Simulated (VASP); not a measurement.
# TiSnS4 (Cmmm) in VASP: notebook

The runs below take TiSnS4 through relaxation of cell and atoms, single point, with PBE.

All numbers are computed with VASP 6.6.1; they aren't measurements. Logs are shortened: lines on timing, memory, paths and dates and some standing lists are left out, and cuts for length are marked.

**1. The cell of the first run**

It takes space group Cmmm (No. 65, orthorhombic). The conventional cell has a = 8.322 Å, b = 8.400 Å, c = 3.776 Å, α = 90.00°, β = 90.00°, γ = 90.00°. Within 3.2 Å of Ti (site symmetry mmm) lie 6 S at 2.43 to 2.45 Å. Sn (site symmetry mmm) has 6 S at 2.55 to 2.66 Å within 3.4 Å. S (site symmetry m2m) has 2 Ti at 2.43 Å and 1 Sn at 2.66 Å and 1 S at 3.08 Å within 3.2 Å. Within 3.2 Å of S (site symmetry 2mm) lie 1 Ti at 2.45 Å and 2 Sn at 2.55 Å.

The cell was generated, and may not be a known phase.

**2. Relaxation of cell and atoms, PBE**

Input file INCAR:

```
ALGO = Normal
EDIFF = 1E-7
EDIFFG = -0.01
ENCUT = 600
GGA = PE
IBRION = 2
ISIF = 3
ISMEAR = 0
LASPH = T
LCHARG = F
LREAL = F
LWAVE = F
NELM = 60
NSW = 100
PREC = Accurate
SIGMA = 0.1
```

Input file KPOINTS:

```
k-points
0
Gamma
  6 6 8
```

Input file POSCAR:

```
TiSnS4
1.0
    4.1607558494     -4.1999957459      0.0000000000
    4.1607558494      4.1999957459      0.0000000000
    0.0000000000      0.0000000000      3.7761091569
Ti Sn S
1 1 4
Direct
    0.5000000000      0.5000000000      0.5000000000
    0.0000000000      0.0000000000      0.0000000000
    0.6830485130      0.3169514870      0.0000000000
    0.2052222078      0.2052222078      0.5000000000
    0.7947777922      0.7947777922      0.5000000000
    0.3169514870      0.6830485130      0.0000000000
```

Potentials or basis: VASP PAW PBE potentials, release 64 (Ti_sv, Sn_d, S).

Run with:

```bash
cat potpaw_PBE.64/Ti_sv/POTCAR potpaw_PBE.64/Sn_d/POTCAR potpaw_PBE.64/S/POTCAR > POTCAR
mpirun -np 1 vasp_std > vasp.out
```

OUTCAR:

```text
EDIFF = 1E-7
   EDIFFG = -0.01
   ENCUT = 600
   GGA = PE
   IBRION = 2
   ISIF = 3
   ISMEAR = 0
   LASPH = T
   LREAL = F
   NELM = 60
   NSW = 100
   PREC = Accurate

 ion  position               nearest neighbor table
   1  0.500  0.500  0.500-   3 2.43   6 2.43   3 2.43   6 2.43   5 2.45   4 2.45
   2  0.000  0.000  0.000-   4 2.55   5 2.55   4 2.55   5 2.55   3 2.66   6 2.66
   3  0.683  0.317  0.000-   1 2.43   1 2.43   2 2.66
   4  0.205  0.205  0.500-   1 2.45   2 2.55   2 2.55
   5  0.795  0.795  0.500-   1 2.45   2 2.55   2 2.55
   6  0.317  0.683  0.000-   1 2.43   1 2.43   2 2.66

  LATTYP: Found a base centered orthorhombic cell.
 ALAT       =     8.3215116988
 B/A-ratio  =     1.0094309539
 C/A-ratio  =     0.4537768249

  Lattice vectors:

 A1 = (   4.1607558494,  -4.1999957459,   0.0000000000)
 A2 = (   4.1607558494,   4.1999957459,   0.0000000000)
 A3 = (   0.0000000000,   0.0000000000,   3.7761091569)

Analysis of symmetry for initial positions (statically):
=====================================================================
 Subroutine PRICEL returns:
 Original cell was already a primitive cell.

 Routine SETGRP: Setting up the symmetry group for a
 base centered orthorhombic supercell.

 Subroutine GETGRP returns: Found  8 space group operations
 (whereof  8 operations were pure point group operations)
 out of a pool of  8 trial point group operations.

The static configuration has the point symmetry D_2h.

Analysis of symmetry for dynamics (positions and initial velocities):
=====================================================================
 Subroutine PRICEL returns:
 Original cell was already a primitive cell.

 Routine SETGRP: Setting up the symmetry group for a
 base centered orthorhombic supercell.

 Subroutine GETGRP returns: Found  8 space group operations
 (whereof  8 operations were pure point group operations)
 out of a pool of  8 trial point group operations.

The dynamic configuration has the point symmetry D_2h.

 Subroutine INISYM returns: Found  8 space group operations
 (whereof  8 operations are pure point group operations),
 and found     1 'primitive' translations

----------------------------------------------------------------------------------------

                                     Primitive cell

  volume of cell :     131.9762

  direct lattice vectors                    reciprocal lattice vectors
     4.160755849 -4.199995746  0.000000000     0.120170473 -0.119047740  0.000000000
     4.160755849  4.199995746  0.000000000     0.120170473  0.119047740  0.000000000
     0.000000000  0.000000000  3.776109157     0.000000000  0.000000000  0.264822853

  length of vectors
     5.912009261  5.912009261  3.776109157     0.169154684  0.169154684  0.264822853

  position of ions in fractional coordinates (direct lattice)
     0.500000000  0.500000000  0.500000000
     0.000000000  0.000000000  0.000000000
     0.683048513  0.316951487  0.000000000
     0.205222208  0.205222208  0.500000000
     0.794777792  0.794777792  0.500000000
     0.316951487  0.683048513  0.000000000

  ion indices of the primitive-cell ions
   primitive index   ion index
                 1           1
                 2           2
                 3           3
                 4           4
                 5           5
                 6           6

----------------------------------------------------------------------------------------

 KPOINTS: k-points

Automatic generation of k-mesh.
 Grid dimensions read from file:
 generate k-points for:    6    6    8

 Generating k-lattice:

  Cartesian coordinates                     Fractional coordinates (reciprocal lattice)
     0.020028412 -0.019841290  0.000000000     0.166666667 -0.000000000  0.000000000
     0.020028412  0.019841290  0.000000000    -0.000000000  0.166666667  0.000000000
     0.000000000  0.000000000  0.033102857     0.000000000  0.000000000  0.125000000

  Length of vectors
     0.028192447  0.028192447  0.033102857

  Shift w.r.t. Gamma in fractional coordinates (k-lattice)
     0.000000000  0.000000000  0.000000000

 Subroutine IBZKPT returns following result:
 ===========================================

 Found     65 irreducible k-points:

 Following reciprocal coordinates:
            Coordinates               Weight
  0.000000  0.000000  0.000000      1.000000
  0.166667 -0.000000  0.000000      4.000000
  0.333333 -0.000000  0.000000      4.000000
  0.500000 -0.000000  0.000000      2.000000
  0.166667  0.166667  0.000000      2.000000
  0.333333  0.166667  0.000000      4.000000
[... 16 lines left out ...]
  0.333333  0.333333  0.125000      4.000000
  0.500000  0.333333  0.125000      8.000000
 [... further k-points ...]
   k-points           NKPTS =     65   k-points in BZ     NKDIM =     65   number of bands    NBANDS=     30
   number of dos      NEDOS =    301   number of ions     NIONS =      6
   total plane-waves  NPLWV =  69120
   dimension x,y,z NGX =    48 NGY =   48 NGZ =   30
   dimension x,y,z NGXF=    96 NGYF=   96 NGZF=   60
   ions per type =               1   1   4
   NGX,Y,Z   is equivalent  to a cutoff of  13.50, 13.50, 13.21 a.u.
   NGXF,Y,Z  is equivalent  to a cutoff of  27.00, 27.00, 26.42 a.u.
 SYSTEM =  unknown system
   PREC   = accura    normal or accurate (medium, high low for compatibility)
   ISTART =      0    job   : 0-new  1-cont  2-samecut
   ICHARG =      2    charge: 1-file 2-atom 10-const
   ISPIN  =      1    spin polarized calculation?
   LNONCOLLINEAR =      F non collinear calculations
   LSORBIT =      F    spin-orbit coupling
   LASPH  =      T    aspherical Exc in radial PAW
   ENCUT  =  600.0 eV  44.10 Ry    6.64 a.u.  11.81 11.81  7.54*2*pi/ulx,y,z
   NELM   =     60;   NELMIN=  2; NELMDL= -5     # of ELM steps
   EDIFF  = 0.1E-06   stopping-criterion for ELM
   LREAL  =      F    real-space projection
   EDIFFG = -.1E-01   stopping-criterion for IOM
   NSW    =    100    number of steps for IOM
   IBRION =      2    ionic relax: 0-MD 1-quasi-New 2-CG
   NFREE  =      1    steps in history (QN), initial steepest desc. (CG)
   ISIF   =      3    stress and relaxation
   ISYM   =      2    0-nonsym 1-usesym 2-fastsym
   POTIM  = 0.5000    time-step for ionic-motion
   TEBEG  =    0.0;   TEEND  =   0.0 temperature during run
   PSTRESS=    0.0 pullay stress
   NELECT =      50.0000    total number of electrons
   NUPDOWN=      -1.0000    fix difference up-down
   EMIN   =  10.00;   EMAX   =-10.00  energy-range for DOS
   EFERMI =   0.00;   METHOD = LEGACY
   ISMEAR =     0;   SIGMA  =   0.10  broadening in eV -4-tet -1-fermi 0-gaus
   EFERMI_NEDOS =   21; number of points for ismear=-14 and -15
   IALGO  =     38    algorithm
   IMIX   =      4    mixing-type and parameters
     AMIX     =   0.40;   BMIX     =  1.00
     AMIX_MAG =   1.60;   BMIX_MAG =  1.00
  volume/ion in A,a.u.               =      22.00       148.44
  Fermi-wavevector in a.u.,A,eV,Ry     =   1.184585  2.238541 19.092267  1.403242
  Thomas-Fermi vector in A             =   2.320796
   LORBIT       =      0    0 simple, 1 ext, 2 COOP (PROOUT), +10 PAW based schemes
   GGA     = PE    functional components
   LHFCALC =     F    Hartree Fock is set to
   AEXX    =    0.0000 exact exchange contribution
   IVDW    =     0    specifies the selected vdW correction
   LEPSILON=     F    determine dielectric tensor
   LRPA    =     F    only Hartree local field effects (RPA)
 conjugate gradient relaxation of ions
 non-spin polarized calculation
 Gauss-broadening in eV      SIGMA  =   0.10
  energy-cutoff  :      600.00
  volume of cell :      131.98
 maximum number of plane-waves:      4445
   NGX = 23   NGY = 23   NGZ = 15

--------------------------------------- Ionic step        1  -------------------------------------------

 number of electron      49.9999986 magnetization

 Free energy of the ion-electron system (eV)
  ---------------------------------------------------
  ext. energy  EPLUGINS =         0.00000000
  ---------------------------------------------------
  free energy    TOTEN  =       -32.13019991 eV

  energy without entropy =      -32.12468889  energy(sigma->0) =      -32.12744440

------------------------ aborting loop because EDIFF is reached ----------------------------------------

  FORCE on cell =-STRESS in cart. coord.  units (eV):
  Direction    XX          YY          ZZ          XY          YZ          ZX
  --------------------------------------------------------------------------------------
  -------------------------------------------------------------------------------------
  Total       -0.0272066      0.2112904     -1.8214222     -0.0000000      0.0000000      0.0000000
  in kB       -0.3302848      2.5650429    -22.1118757     -0.0000000      0.0000000      0.0000000
  external PRESSURE =      -6.6257059 kB  Pullay stress =       0.0000000 kB

 VOLUME and BASIS-vectors are now :
 -----------------------------------------------------------------------------
  energy-cutoff  :      600.00
  volume of cell :      131.98
      direct lattice vectors                 reciprocal lattice vectors
     4.160755849 -4.199995746  0.000000000     0.120170473 -0.119047740  0.000000000
     4.160755849  4.199995746  0.000000000     0.120170473  0.119047740  0.000000000
     0.000000000  0.000000000  3.776109157     0.000000000  0.000000000  0.264822853
[... 161 lines left out ...]
 POSITION                                       TOTAL-FORCE (eV/Angst)
 -----------------------------------------------------------------------------------
      4.19937      0.00000      1.83674         0.000000      0.000000     -0.000000
      0.00000      0.00000      0.00000         0.000000     -0.000000     -0.000000
      4.19937     -1.57017      0.00000         0.000000      0.012060     -0.000000
      1.71198      0.00000      1.83674         0.037129      0.000000     -0.000000
      6.68676      0.00000      1.83674        -0.037129      0.000000     -0.000000
      4.19937      1.57017      0.00000         0.000000     -0.012060      0.000000
 -----------------------------------------------------------------------------------
    total drift:                               -0.000000      0.000000      0.000000

  FREE ENERGIE OF THE ION-ELECTRON SYSTEM (eV)
  ---------------------------------------------------
  free  energy   TOTEN  =       -32.1586517902 eV

  energy  without entropy=      -32.1552233414  energy(sigma->0) =      -32.15693757

--------------------------------------- Ionic step        6  -------------------------------------------

 number of electron      49.9999993 magnetization

 Free energy of the ion-electron system (eV)
  ---------------------------------------------------
  ext. energy  EPLUGINS =         0.00000000
  ---------------------------------------------------
  free energy    TOTEN  =       -32.15876330 eV

  energy without entropy =      -32.15526948  energy(sigma->0) =      -32.15701639

 E-fermi :   4.8477     XC(G=0):  -9.6071

 val. band max:        4.8158956203   @ k =   0.1667   0.1667   0.0000
 cond. band min:       4.8630936611   @ k =   0.5000   0.3333   0.0000
 fundamental gap:      0.0471980408
 Fermi energy:         4.8476658852

 k-point     1 :       0.0000    0.0000    0.0000
  band No.  band energies     occupation
      1     -52.9816      2.00000
      2     -29.2100      2.00000
      3     -29.1934      2.00000
      4     -29.1762      2.00000
      5     -17.0374      2.00000
      6     -16.9523      2.00000
[... 781 lines left out ...]
     29       6.5980      0.00000
     30       7.9658      0.00000

 [... further k-points ...]

------------------------ aborting loop because EDIFF is reached ----------------------------------------

  FORCE on cell =-STRESS in cart. coord.  units (eV):
  Direction    XX          YY          ZZ          XY          YZ          ZX
  --------------------------------------------------------------------------------------
  -------------------------------------------------------------------------------------
  Total       -0.0297573     -0.0077970     -0.0438597      0.0000000      0.0000000      0.0000000
  in kB       -0.3624069     -0.0949573     -0.5341554      0.0000000      0.0000000      0.0000000
  external PRESSURE =      -0.3305065 kB  Pullay stress =       0.0000000 kB

 VOLUME and BASIS-vectors are now :
 -----------------------------------------------------------------------------
  energy-cutoff  :      600.00
  volume of cell :      131.56
      direct lattice vectors                 reciprocal lattice vectors
     4.199158415 -4.261911240  0.000000000     0.119071478 -0.117318257  0.000000000
     4.199158415  4.261911240  0.000000000     0.119071478  0.117318257  0.000000000
     0.000000000  0.000000000  3.675458221     0.000000000  0.000000000  0.272074920

 POSITION                                       TOTAL-FORCE (eV/Angst)
 -----------------------------------------------------------------------------------
      4.19916      0.00000      1.83773         0.000000     -0.000000     -0.000000
      0.00000      0.00000      3.67546         0.000000     -0.000000     -0.000000
      4.19916     -1.57009      3.67546         0.000000      0.005100     -0.000000
      1.71393      0.00000      1.83773         0.006126     -0.000000      0.000000
      6.68438      0.00000      1.83773        -0.006126     -0.000000     -0.000000
      4.19916      1.57009      0.00000         0.000000     -0.005100      0.000000
 -----------------------------------------------------------------------------------
    total drift:                               -0.000000     -0.000000     -0.000000

  FREE ENERGIE OF THE ION-ELECTRON SYSTEM (eV)
  ---------------------------------------------------
  free  energy   TOTEN  =       -32.1587633047 eV

  energy  without entropy=      -32.1552694828  energy(sigma->0) =      -32.15701639

 reached required accuracy - stopping structural energy minimisation
```

Run time: 10 min. Hardware: 1 thread of Intel Xeon 6975P-C (Granite Rapids), shared host; peak memory 0.48 GiB.

What came out:

- Free energy: -32.1588 eV
- Relaxed volume: 21.93 Å³/atom
- Relaxed cell: a = 5.983 Å, b = 5.983 Å, c = 3.675 Å, α = 90.00°, β = 90.00°, γ = 90.85°
- Space group after relaxing (to 0.1 Å): Cmmm (No. 65)
- Energy gained by relaxing: 4.8 meV/atom
- Ionic steps: 6
- Pressure after relaxing: 0.0 GPa
- Largest force after relaxing: 0.006 eV/Å
- Band gap on the k mesh: zero (bands 25 and 26 overlap by 0.38 eV)

Forces on the atoms (eV/Å):
```
Ti   0.000  0.000  0.000
Sn   0.000  0.000  0.000
S    0.000  0.005  0.000
S    0.006  0.000  0.000
S   -0.006  0.000  0.000
S    0.000 -0.005  0.000
```

The path:
```tsv
step	energy change (eV)	largest force (eV/Å)	pressure (GPa)	volume (Å³)
1	0.0000	0.1175	-0.66	131.98
2	-0.0168	0.1167	0.60	130.24
3	-0.0173	0.1350	0.83	129.93
4	-0.0279	0.0283	0.22	131.08
5	-0.0285	0.0371	0.05	131.43
6	-0.0286	0.0061	-0.03	131.56
```

Final structure:
```cif
data_structure
_symmetry_space_group_name_H-M 'P 1'
_symmetry_Int_Tables_number 1
_cell_length_a 5.9830
_cell_length_b 5.9830
_cell_length_c 3.6755
_cell_angle_alpha 90.000
_cell_angle_beta 90.000
_cell_angle_gamma 90.850
_cell_volume 131.56
loop_
_atom_site_label
_atom_site_type_symbol
_atom_site_fract_x
_atom_site_fract_y
_atom_site_fract_z
_atom_site_occupancy
Ti1 Ti 0.50000 0.50000 0.50000 1
Sn1 Sn 0.00000 0.00000 0.00000 1
S1 S 0.68420 0.31580 0.00000 1
S2 S 0.20408 0.20408 0.50000 1
S3 S 0.79592 0.79592 0.50000 1
S4 S 0.31580 0.68420 0.00000 1
```

Caveat: spin-orbit coupling is left out, which moves the levels of the heavy elements.

**3. Single point, PBE, collinear spin**

Input file INCAR:

```
SYSTEM = TiSnS4
PREC = Accurate
ENCUT = 520
EDIFF = 1E-6
ISMEAR = 0
SIGMA = 0.15
LREAL = .FALSE.
LASPH = .TRUE.
NELM = 150
ALGO = Normal
ISIF = 2
LWAVE = .FALSE.
LCHARG = .TRUE.
ISPIN = 2
MAGMOM = 1 0 0 0 0 0
LORBIT = 11
LMAXMIX = 4
GGA = PE
LELF = .TRUE.
LVHAR = .TRUE.
NBANDS = 38
```

Input file KPOINTS:

```
regular mesh
0
G
  2 2 3
  0 0 0
```

Input file POSCAR:

```
TiSnS4
1.0
    4.1999957459     -4.1607558494      0.0000000000
    4.1999957459      4.1607558494      0.0000000000
    0.0000000000      0.0000000000      3.7761091569
Ti Sn S
1 1 4
Direct
    0.5000000000      0.5000000000      0.5000000000
    0.0000000000      0.0000000000      0.0000000000
    0.3169514870      0.3169514870      0.0000000000
    0.2052222078      0.7947777922      0.5000000000
    0.7947777922      0.2052222078      0.5000000000
    0.6830485130      0.6830485130      0.0000000000
```

Potentials or basis: VASP PAW PBE potentials, release 64 (Ti_sv, Sn_d, S).

Run with:

```bash
cat potpaw_PBE.64/Ti_sv/POTCAR potpaw_PBE.64/Sn_d/POTCAR potpaw_PBE.64/S/POTCAR > POTCAR
mpirun -np 1 vasp_std > vasp.out
```

Wall time 2.1 min (1 thread of Intel Xeon 8259CL, shared host); peak memory 0.3 GiB.

Results (log left out):

```yaml
Free_energy: -32.0403 eV
Pressure: 0.1 GPa
Largest_force: 0.009 eV/Å
Band_gap_on_the_k_mesh: zero (filled and empty bands overlap)
Net_moment: 0.00 μB per cell
Valence_electrons_inside_the_program's_atomic_spheres: Ti 10.10; Sn 12.16; S 3.72
```

Forces in eV/Å, atoms in the order of the input:
```
Ti   0.000  0.000  0.000
Sn   0.000  0.000  0.000
S   -0.006  0.000  0.000
S    0.000 -0.009  0.000
S    0.000  0.009  0.000
S    0.006  0.000  0.000
```

Stress tensor (GPa, compression positive):
```
 0.12  0.00  0.00
 0.00  0.12  0.00
 0.00  0.00 -0.04
```

Levels at points of the mesh, in eV from the Fermi level:
Spin up:
| k point | band 22 | band 23 | band 24 | band 25 | band 26 | band 27 | band 28 | band 29 |
| --- | --- | --- | --- | --- | --- | --- | --- | --- |
| (0.00, 0.00, 0.00) | -0.71 | -0.25 | -0.13 | 0.02 | 0.45 | 1.32 | 1.65 | 1.77 |
| (0.50, 0.00, 0.00) | -1.44 | -0.57 | -0.49 | -0.12 | 0.72 | 0.88 | 1.74 | 2.00 |
| (0.50, 0.50, 0.00) | -1.36 | -1.24 | -1.06 | -0.70 | -0.17 | 1.16 | 1.36 | 2.18 |
Spin down:
| k point | band 21 | band 22 | band 23 | band 24 | band 25 | band 26 | band 27 | band 28 | band 29 | band 30 |
| --- | --- | --- | --- | --- | --- | --- | --- | --- | --- | --- |
| (0.00, 0.00, 0.00) | -1.35 | -0.71 | -0.25 | -0.13 | 0.02 | 0.45 | 1.32 | 1.65 | 1.77 | 3.03 |
| (0.50, 0.00, 0.00) | -1.62 | -1.44 | -0.57 | -0.49 | -0.12 | 0.72 | 0.88 | 1.74 | 2.00 | 3.19 |
| (0.50, 0.50, 0.00) | -1.45 | -1.36 | -1.24 | -1.06 | -0.70 | -0.17 | 1.16 | 1.36 | 2.18 | 3.63 |

Caveat: the k points lie up to 0.55 Å⁻¹ apart; spin-orbit coupling is left out, which moves the levels of the heavy elements.

(Continued in part 2 of 2.)

The gap in the log of VASP goes by the Fermi energy; the results here count the filled bands.